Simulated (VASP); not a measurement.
Ga, 4 atoms in the cell. The structure is orthorhombic, space group Cmce (No. 64). The conventional cell has a = 4.511 Å, b = 7.577 Å, c = 4.467 Å, α = 90.00°, β = 90.00°, γ = 90.00°. Ga (site symmetry m) has 7 Ga at 2.48 to 2.77 Å within 3.3 Å. 

```yaml
Program: VASP 6.6.1
Task: single point
Functional: PBEsol
Potentials_or_basis: VASP PAW PBE potentials, release 64 (Ga_d)
Cutoff: 520 eV
k_mesh: 10 × 10 × 8
Occupations: gaussian, width 0.1 eV
Spin: no spin polarisation
Dipole_correction: no
Further_INCAR_settings: ALGO = Fast; EDIFF = 1e-07; NBANDS = 34
```

Potentials or basis: VASP PAW PBE potentials, release 64 (Ga_d).

Run with:

```bash
$ cat potpaw_PBE.64/Ga_d/POTCAR > POTCAR
$ mpirun -np 1 vasp_std > vasp.out
```

Hardware: 1 thread of AMD EPYC 7R43 64-Core Processor (Zen 3) (shared host).

Question: Estimate the wall time of this run.

Answer: It took 11 min on 1 thread of AMD EPYC 7R43 64-Core Processor (Zen 3) (shared host), peak memory 0.36 GiB. Counts: scf iterations 14, k points 155.
